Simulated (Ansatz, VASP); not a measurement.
## Two plane-wave programs on Cu

File POSCAR:

```
Cu
1.0
    0.0000000000      1.8075000000      1.8075000000
    1.8075000000      0.0000000000      1.8075000000
    1.8075000000      1.8075000000      0.0000000000
Cu
1
Direct
    0.0000000000      0.0000000000      0.0000000000
```

INCAR.step1

```
  PREC = Accurate
  ENCUT = 600
  ISMEAR = -1
  SIGMA = 0.05
  LREAL = False
  LASPH = True
  NELM = 60
  GGA = PE
  ALGO = Normal
  EDIFF = 1E-4
  LWAVE = True
  LCHARG = False
```

File INCAR.step2:

```
  PREC = Accurate
  ENCUT = 600
  EDIFF = 1E-7
  ISMEAR = -1
  SIGMA = 0.05
  LREAL = False
  LASPH = True
  NELM = 60
  ALGO = Normal
  ISIF = 3
  LWAVE = False
  LCHARG = False
  METAGGA = R2SCAN
  LMIXTAU = True
  IBRION = 2
  NSW = 100
  EDIFFG = -0.002
  ISTART = 1
```

File KPOINTS:

```
regular mesh
0
Gamma
  18 18 18
```

Input for Ansatz:

```yaml
crystal:
  lattice:
    - [0.0, 1.8075, 1.8075]
    - [1.8075, 0.0, 1.8075]
    - [1.8075, 1.8075, 0.0]
  atoms:
    - { symbol: Cu, position: [0.0, 0.0, 0.0] }
kpoints:
  mp_grid: { grid: [18, 18, 18] }
scf:
  occupations: { method: fermi_dirac, width: 0.05 }
hamiltonian:
  xc: r2scan
  pseudopotentials: { kind: paw }
relax:
  f_tol: 0.002
  max_steps: 80
  cell: {}
output:
  forces: true
  stress: true
  write_density: true
  write_potential: true
  elf: true
  volumetric_format: npy
```

Alike in both runs: task relaxation of cell and atoms; functional r2SCAN; k mesh 18 × 18 × 18; occupations fermi-dirac, width 0.05 eV; no spin polarisation.

|  | VASP | Ansatz |
| --- | --- | --- |
| version | VASP 6.6.1 | Ansatz 0.2.0 |
| potentials or method | VASP PAW PBE potentials, release 64 (Cu) | PAW with Ansatz's default frozen-core files, scalar-relativistic |
| plane-wave cutoff (eV) | 600 | 500 |
| valence electrons in the cell | 11 | 19 |

|  | VASP | Ansatz | Ansatz less VASP |
| --- | --- | --- | --- |
| relaxed volume (Å³/atom) | 11.49 | 11.45 | -0.044 |
| relaxed cell length with the largest relative difference (Å) | 2.533 | 2.530 | -0.0033 |

VASP's potentials were made for PBE, not for r2SCAN. VASP's potentials hold 11 valence electrons a cell and Ansatz's 19, so a difference there can come from the potentials and not from the codes.
